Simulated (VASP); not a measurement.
**Cd2SO: relaxation of cell and atoms with PBE**

Crystal: Cd2SO.

```
O S Cd
1.0
     1.64652    0.95062    5.37752
    -1.64652    0.95062    5.37752
     0.00000   -1.90124    5.37752
O S Cd
1 1 2
Cartesian
  1.6465 0.9506 5.3775
  0.0000 0.0000 8.0663
  0.0000 0.0000 4.0331
  0.0000 0.0000 12.0994
```

```yaml
Program: VASP 6.6.1
Task: relaxation of cell and atoms
Functional: PBE
Potentials_or_basis: VASP PAW PBE potentials, release 64 (O, S, Cd)
Cutoff: 600 eV
k_mesh: 8 × 8 × 8
Occupations: fermi-dirac, width 0.02 eV
Spin: no spin polarisation
Dipole_correction: no
Further_INCAR_settings: ALGO = Normal; EDIFF = 1e-07; IBRION = 2; EDIFFG = -0.005; NSW = 80; ISIF = 3
```

```
Relaxed volume                         : 17.06 Å³/atom
Relaxed cell                           : a = 6.293 Å, b = 6.293 Å, c = 6.293 Å, α = 33.67°, β = 33.67°, γ = 33.67°
Space group after relaxing (to 0.05 Å) : R-3m (No. 166)
Energy gained by relaxing              : 783.3 meV/atom
Ionic steps                            : 10
Pressure after relaxing                : 0.0 GPa
Band gap on the k mesh                 : zero (band 18 reaches 2.83 eV, above the bottom of band 19 at 2.82 eV)
```

Forces in eV/Å, atoms in the order of the input:
```
O    0.000  0.000  0.000
S    0.000  0.000  0.000
Cd   0.000  0.000  0.003
Cd   0.000  0.000 -0.003
```

Step by step:
| step | energy change (eV) | largest force (eV/Å) | pressure (GPa) | volume (Å³) |
| --- | --- | --- | --- | --- |
| 1 | 0.0000 | 4.3403 | 62.30 | 50.50 |
| 2 | -1.3327 | 0.3415 | -15.59 | 95.55 |
| 3 | -3.0960 | 0.4864 | -2.22 | 70.14 |
| 4 | -3.1003 | 0.5361 | -1.39 | 69.49 |
| 5 | -3.1010 | 0.5726 | -0.78 | 69.03 |
| 6 | -3.1249 | 0.3062 | -0.08 | 68.38 |
| 7 | -3.1322 | 0.0369 | 0.69 | 67.76 |
| 8 | -3.1322 | 0.0519 | 0.65 | 67.79 |
| 9 | -3.1332 | 0.0165 | -0.27 | 68.43 |
| 10 | -3.1334 | 0.0030 | -0.01 | 68.25 |

Final structure:
```
O S Cd
1.0
     1.82254    1.05224    5.93121
    -1.82254    1.05224    5.93121
     0.00000   -2.10448    5.93121
O S Cd
1 1 2
Cartesian
  0.0000 0.0000 0.0000
  0.0000 0.0000 8.8968
  0.0000 0.0000 4.6299
  0.0000 0.0000 13.1638
```

Levels at points of the mesh, in eV from the Fermi level:
```
           k point  band 16  band 17  band 18  band 19  band 20  band 21
(0.00, 0.00, 0.00)    -1.40    -0.98     0.01     0.01     4.18     6.78
(0.50, 0.00, 0.00)    -2.22    -2.07    -0.95     2.47     3.77     5.36
(0.50, 0.50, 0.00)    -2.45    -0.57    -0.36     0.79     3.49     5.41
(0.50, 0.50, 0.50)    -1.57    -0.12    -0.12     1.60     3.28     6.68
```

It took 12 min on 1 thread of Intel(R) Xeon(R) 6975P-C (Granite Rapids), with other jobs on the host, peak memory 0.39 GiB.

Caveat: the volume moved by over 15 % at a fixed basis, so the end points are rough.
